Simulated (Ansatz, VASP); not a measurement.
**Hf in VASP and in Ansatz**

```
Hf
1.0
    -1.81017    1.81017    1.70265
     1.81017   -1.81017    1.70265
     1.81017    1.81017   -1.70265
Hf
1
Direct
  0.00000 0.00000 0.00000
```

Change from the starting cell: z stretched by -4 % at fixed volume, PAW files.

Alike in both runs: task electric field gradients; functional PBE; k mesh 16 × 16 × 16; occupations fermi-dirac, width 0.08 eV; no spin polarisation.

```csv
,VASP,Ansatz
version,VASP 6.6.1,Ansatz 0.2.0
potentials or method,"VASP PAW PBE potentials, release 64 (Hf_pv)","PAW with Ansatz's default frozen-core files, scalar-relativistic"
plane-wave cutoff (eV),520,420
valence electrons in the cell,10,26
```

VASP gave:

```
pressure (GPa)                                                : -0.2
traceless stress, the component that is largest in VASP (GPa) : -2.13
size of Vzz on the site where it differs most (V/Å²)          : 8.6
```

Task: Which values does Ansatz return?

Result: Pressure (GPa): 0.2; traceless stress, the component that is largest in VASP (GPa): -2.08; size of Vzz on the site where it differs most (V/Å²): 7.4.

The functional is the same, so the differences come from potentials, cutoffs and numerics. VASP's potentials hold 10 valence electrons a cell and Ansatz's 26, so a difference there can come from the potentials and not from the codes.

Spin-orbit coupling is off throughout.
